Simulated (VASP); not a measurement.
# AlAs (l.bA) (F-43m) in VASP: single point with LDA

Aim: the single point of AlAs (l.bA) with LDA.

All numbers are computed with VASP 6.6.1; they aren't measurements. Logs are shortened: lines on timing, memory, paths and dates and some standing lists are left out, and cuts for length are marked.

## (1) The cell of the first run

It takes space group F-43m (No. 216, cubic). Conventional cell: a = 5.629 Å, b = 5.629 Å, c = 5.629 Å, α = 90.00°, β = 90.00°, γ = 90.00°. Al (site symmetry -43m) has 4 As at 2.44 Å within 3.2 Å. Within 3.2 Å of As (site symmetry -43m) lie 4 Al at 2.44 Å.

## (2) Single point, LDA

Input file INCAR:

```
SYSTEM = AlAs
  PREC = Accurate
  ENCUT = 500
  EDIFF = 1E-6
  ISMEAR = 0
  SIGMA = 0.02
  LREAL = .FALSE.
  LASPH = .TRUE.
  NELM = 120
  ALGO = Normal
  ISIF = 2
  LWAVE = .FALSE.
  LCHARG = .TRUE.
  LELF = .TRUE.
  LVHAR = .TRUE.
  NBANDS = 11
  GGA_COMPAT = .FALSE.
```

Input file KPOINTS:

```
regular mesh
0
G
  8 8 8
  0 0 0
```

Input file POSCAR:

```
AlAs
1.0
    0.0000000000      2.8143768890      2.8143768890
    2.8143768890      0.0000000000      2.8143768890
    2.8143768890      2.8143768890      0.0000000000
Al As
1 1
Direct
    0.0000000000      0.0000000000      0.0000000000
    0.2500000000      0.2500000000      0.2500000000
```

Potentials or basis: VASP PAW LDA potentials, release 64 (Al, As).

Started as:

```console
> cat potpaw_LDA.64/Al/POTCAR potpaw_LDA.64/As/POTCAR > POTCAR
> mpirun -np 1 vasp_std > vasp.out
```

OUTCAR:

```text
SYSTEM = AlAs
   PREC = Accurate
   ENCUT = 500
   EDIFF = 1E-6
   ISMEAR = 0
   LREAL = .FALSE.
   LASPH = .TRUE.
   NELM = 120
   ISIF = 2

 ion  position               nearest neighbor table
   1  0.000  0.000  0.000-   2 2.44   2 2.44   2 2.44   2 2.44
   2  0.250  0.250  0.250-   1 2.44   1 2.44   1 2.44   1 2.44

  LATTYP: Found a face centered cubic cell.
 ALAT       =     5.6287537780

  Lattice vectors:

 A1 = (   0.0000000000,   2.8143768890,   2.8143768890)
 A2 = (   2.8143768890,   0.0000000000,   2.8143768890)
 A3 = (   2.8143768890,   2.8143768890,   0.0000000000)

Analysis of symmetry for initial positions (statically):
=====================================================================
 Subroutine PRICEL returns:
 Original cell was already a primitive cell.

 Routine SETGRP: Setting up the symmetry group for a
 face centered cubic supercell.

 Subroutine GETGRP returns: Found 24 space group operations
 (whereof 24 operations were pure point group operations)
 out of a pool of 48 trial point group operations.

The static configuration has the point symmetry T_d .

Analysis of symmetry for dynamics (positions and initial velocities):
=====================================================================
 Subroutine PRICEL returns:
 Original cell was already a primitive cell.

 Routine SETGRP: Setting up the symmetry group for a
 face centered cubic supercell.

 Subroutine GETGRP returns: Found 24 space group operations
 (whereof 24 operations were pure point group operations)
 out of a pool of 48 trial point group operations.

The dynamic configuration has the point symmetry T_d .

 Subroutine INISYM returns: Found 24 space group operations
 (whereof 24 operations are pure point group operations),
 and found     1 'primitive' translations

----------------------------------------------------------------------------------------

                                     Primitive cell

  volume of cell :      44.5838

  direct lattice vectors                    reciprocal lattice vectors
     0.000000000  2.814376889  2.814376889    -0.177659219  0.177659219  0.177659219
     2.814376889  0.000000000  2.814376889     0.177659219 -0.177659219  0.177659219
     2.814376889  2.814376889  0.000000000     0.177659219  0.177659219 -0.177659219

  length of vectors
     3.980129966  3.980129966  3.980129966     0.307714794  0.307714794  0.307714794

  position of ions in fractional coordinates (direct lattice)
     0.000000000  0.000000000  0.000000000
     0.250000000  0.250000000  0.250000000

  ion indices of the primitive-cell ions
   primitive index   ion index
                 1           1
                 2           2

----------------------------------------------------------------------------------------

 KPOINTS: regular mesh

Automatic generation of k-mesh.
 Grid dimensions read from file:
 generate k-points for:    8    8    8

 Generating k-lattice:

  Cartesian coordinates                     Fractional coordinates (reciprocal lattice)
    -0.022207402  0.022207402  0.022207402     0.125000000  0.000000000  0.000000000
     0.022207402 -0.022207402  0.022207402     0.000000000  0.125000000  0.000000000
     0.022207402  0.022207402 -0.022207402     0.000000000  0.000000000  0.125000000

  Length of vectors
     0.038464349  0.038464349  0.038464349

  Shift w.r.t. Gamma in fractional coordinates (k-lattice)
     0.000000000  0.000000000  0.000000000

 Subroutine IBZKPT returns following result:
 ===========================================

 Found     29 irreducible k-points:

 Following reciprocal coordinates:
            Coordinates               Weight
  0.000000  0.000000  0.000000      1.000000
  0.125000  0.000000  0.000000      8.000000
  0.250000  0.000000  0.000000      8.000000
  0.375000  0.000000  0.000000      8.000000
  0.500000  0.000000  0.000000      4.000000
  0.125000  0.125000  0.000000      6.000000
[... 16 lines left out ...]
  0.500000  0.250000  0.125000     48.000000
 -0.375000  0.250000  0.125000     24.000000
 [... further k-points ...]
   k-points           NKPTS =     29   k-points in BZ     NKDIM =     29   number of bands    NBANDS=     11
   number of dos      NEDOS =    301   number of ions     NIONS =      2
   total plane-waves  NPLWV =  27000
   dimension x,y,z NGX =    30 NGY =   30 NGZ =   30
   dimension x,y,z NGXF=    60 NGYF=   60 NGZF=   60
   ions per type =               1   1
   NGX,Y,Z   is equivalent  to a cutoff of  12.53, 12.53, 12.53 a.u.
   NGXF,Y,Z  is equivalent  to a cutoff of  25.06, 25.06, 25.06 a.u.
 SYSTEM =  AlAs
   PREC   = accura    normal or accurate (medium, high low for compatibility)
   ISTART =      0    job   : 0-new  1-cont  2-samecut
   ICHARG =      2    charge: 1-file 2-atom 10-const
   ISPIN  =      1    spin polarized calculation?
   LNONCOLLINEAR =      F non collinear calculations
   LSORBIT =      F    spin-orbit coupling
   LASPH  =      T    aspherical Exc in radial PAW
   ENCUT  =  500.0 eV  36.75 Ry    6.06 a.u.   7.26  7.26  7.26*2*pi/ulx,y,z
   NELM   =    120;   NELMIN=  2; NELMDL= -5     # of ELM steps
   EDIFF  = 0.1E-05   stopping-criterion for ELM
   LREAL  =      F    real-space projection
   EDIFFG = 0.1E-04   stopping-criterion for IOM
   NSW    =      0    number of steps for IOM
   IBRION =     -1    ionic relax: 0-MD 1-quasi-New 2-CG
   NFREE  =      0    steps in history (QN), initial steepest desc. (CG)
   ISIF   =      2    stress and relaxation
   ISYM   =      2    0-nonsym 1-usesym 2-fastsym
   POTIM  = 0.5000    time-step for ionic-motion
   TEBEG  =    0.0;   TEEND  =   0.0 temperature during run
   PSTRESS=    0.0 pullay stress
   NELECT =       8.0000    total number of electrons
   NUPDOWN=      -1.0000    fix difference up-down
   EMIN   =  10.00;   EMAX   =-10.00  energy-range for DOS
   EFERMI =   0.00;   METHOD = LEGACY
   ISMEAR =     0;   SIGMA  =   0.02  broadening in eV -4-tet -1-fermi 0-gaus
   EFERMI_NEDOS =   21; number of points for ismear=-14 and -15
   IALGO  =     38    algorithm
   IMIX   =      4    mixing-type and parameters
     AMIX     =   0.40;   BMIX     =  1.00
     AMIX_MAG =   1.60;   BMIX_MAG =  1.00
  volume/ion in A,a.u.               =      22.29       150.43
  Fermi-wavevector in a.u.,A,eV,Ry     =   0.923377  1.744930 11.600678  0.852626
  Thomas-Fermi vector in A             =   2.049007
   LORBIT       =      0    0 simple, 1 ext, 2 COOP (PROOUT), +10 PAW based schemes
   GGA     = CA    functional components
   LHFCALC =     F    Hartree Fock is set to
   AEXX    =    0.0000 exact exchange contribution
   IVDW    =     0    specifies the selected vdW correction
   LEPSILON=     F    determine dielectric tensor
   LRPA    =     F    only Hartree local field effects (RPA)
 non-spin polarized calculation
 Gauss-broadening in eV      SIGMA  =   0.02
  energy-cutoff  :      500.00
  volume of cell :       44.58
 maximum number of plane-waves:      1158
 NGX is ok and might be reduce to    30
   NGX = 15   NGY = 15   NGZ = 15

 number of electron       8.0000001 magnetization

 Free energy of the ion-electron system (eV)
  ---------------------------------------------------
  ext. energy  EPLUGINS =         0.00000000
  ---------------------------------------------------
  free energy    TOTEN  =       -10.51392500 eV

  energy without entropy =      -10.51392500  energy(sigma->0) =      -10.51392500

 E-fermi :   4.0181     XC(G=0):  -9.3435

 val. band max:        3.9298439404   @ k =   0.0000   0.0000   0.0000
 cond. band min:       5.2394491626   @ k =   0.5000   0.5000   0.0000
 fundamental gap:      1.3096052222
 Fermi energy:         4.0180781665

 k-point     1 :       0.0000    0.0000    0.0000
  band No.  band energies     occupation
      1      -8.0603      2.00000
      2       3.9298      2.00000
      3       3.9298      2.00000
      4       3.9298      2.00000
      5       5.9483      0.00000
      6       8.2045      0.00000
      7       8.2045      0.00000
      8       8.2045      0.00000
      9      12.6521      0.00000
     10      12.9970      0.00000
     11      12.9970      0.00000

 k-point     2 :       0.1250    0.0000    0.0000
  band No.  band energies     occupation
      1      -7.9044      2.00000
      2       2.4730      2.00000
      3       3.7657      2.00000
      4       3.7657      2.00000
      5       6.7007      0.00000
      6       8.4901      0.00000
      7       8.4901      0.00000
      8       8.6066      0.00000
      9      12.3555      0.00000
     10      12.3555      0.00000
     11      13.3878      0.00000

 k-point     3 :       0.2500    0.0000    0.0000
  band No.  band energies     occupation
      1      -7.4709      2.00000
      2       0.4832      2.00000
      3       3.4430      2.00000
      4       3.4430      2.00000
      5       6.5019      0.00000
      6       8.8283      0.00000
      7       8.8283      0.00000
      8      10.3609      0.00000
      9      12.2413      0.00000
     10      12.2413      0.00000
     11      13.1967      0.00000

 k-point     4 :       0.3750    0.0000    0.0000
  band No.  band energies     occupation
      1      -6.9080      2.00000
      2      -1.0930      2.00000
      3       3.1863      2.00000
      4       3.1863      2.00000
      5       6.1486      0.00000
      6       8.7003      0.00000
      7       8.7003      0.00000
      8      11.5460      0.00000
      9      13.5559      0.00000
     10      13.5559      0.00000
     11      13.6006      0.00000
[... 239 lines left out ...]
 k-point    22 :       0.3750    0.2500    0.1250
  band No.  band energies     occupation
      1      -7.1080      2.00000
      2       0.1104      2.00000
      3       1.9256      2.00000
      4       2.9333      2.00000
      5       7.4684      0.00000
      6       8.1935      0.00000
      7       9.1742      0.00000
      8      10.4591      0.00000
      9      12.1140      0.00000
     10      14.3737      0.00000
     11      15.9489      0.00000

 k-point    23 :       0.5000    0.2500    0.1250
  band No.  band energies     occupation
      1      -6.6006      2.00000
      2      -0.9230      2.00000
      3       1.3274      2.00000
      4       2.5406      2.00000
      5       7.5611      0.00000
      6       8.3456      0.00000
      7       9.6848      0.00000
      8      10.7906      0.00000
      9      13.2808      0.00000
     10      14.4667      0.00000
     11      16.0823      0.00000

 k-point    24 :      -0.3750    0.2500    0.1250
  band No.  band energies     occupation
      1      -6.3371      2.00000
      2      -1.4158      2.00000
      3       1.1747      2.00000
      4       2.3524      2.00000
      5       7.5570      0.00000
      6       8.1090      0.00000
      7      10.6143      0.00000
      8      11.5573      0.00000
      9      12.2665      0.00000
     10      14.9229      0.00000
     11      16.2012      0.00000

 [... further k-points ...]
[... 5 lines left out ...]
  --------------------------------------------------------------------------------------
  -------------------------------------------------------------------------------------
  Total        0.1018878      0.1018878      0.1018878      0.0000000      0.0000000      0.0000000
  in kB        3.6614737      3.6614737      3.6614737      0.0000000      0.0000000      0.0000000
  external PRESSURE =       3.6614737 kB  Pullay stress =       0.0000000 kB

 VOLUME and BASIS-vectors are now :
 -----------------------------------------------------------------------------
  energy-cutoff  :      500.00
  volume of cell :       44.58
      direct lattice vectors                 reciprocal lattice vectors
     0.000000000  2.814376889  2.814376889    -0.177659219  0.177659219  0.177659219
     2.814376889  0.000000000  2.814376889     0.177659219 -0.177659219  0.177659219
     2.814376889  2.814376889  0.000000000     0.177659219  0.177659219 -0.177659219

 POSITION                                       TOTAL-FORCE (eV/Angst)
 -----------------------------------------------------------------------------------
      0.00000      0.00000      0.00000        -0.000000     -0.000000     -0.000000
      1.40719      1.40719      1.40719         0.000000      0.000000      0.000000
 -----------------------------------------------------------------------------------
    total drift:                                0.000000      0.000000      0.000000

  FREE ENERGIE OF THE ION-ELECTRON SYSTEM (eV)
  ---------------------------------------------------
  free  energy   TOTEN  =       -10.5139250039 eV

  energy  without entropy=      -10.5139250039  energy(sigma->0) =      -10.51392500
```

Run time: 22 s. Hardware: 1 thread of AMD EPYC 7R13, shared host; peak memory 0.12 GiB.

Results:

| Item | Value |
| --- | --- |
| Free energy | -10.5139 eV |
| Pressure | 0.4 GPa |
| Band gap on the k mesh | 1.31 eV, indirect (least direct gap 2.02 eV) |

Levels at points of the mesh, in eV from the valence-band top:
```csv
k point,band 1,band 2,band 3,band 4,band 5,band 6,band 7,band 8
"(0.00, 0.00, 0.00)",-11.99,0.00,0.00,0.00,2.02,4.27,4.27,4.27
"(0.50, 0.00, 0.00)",-10.54,-5.67,-0.84,-0.84,2.09,4.65,4.65,7.62
"(0.50, 0.50, 0.00)",-9.97,-5.51,-2.22,-2.22,1.31,2.20,10.33,10.33
```

A k mesh can miss the band edges. A hybrid or GW would open this gap; LDA tends to underestimate it.
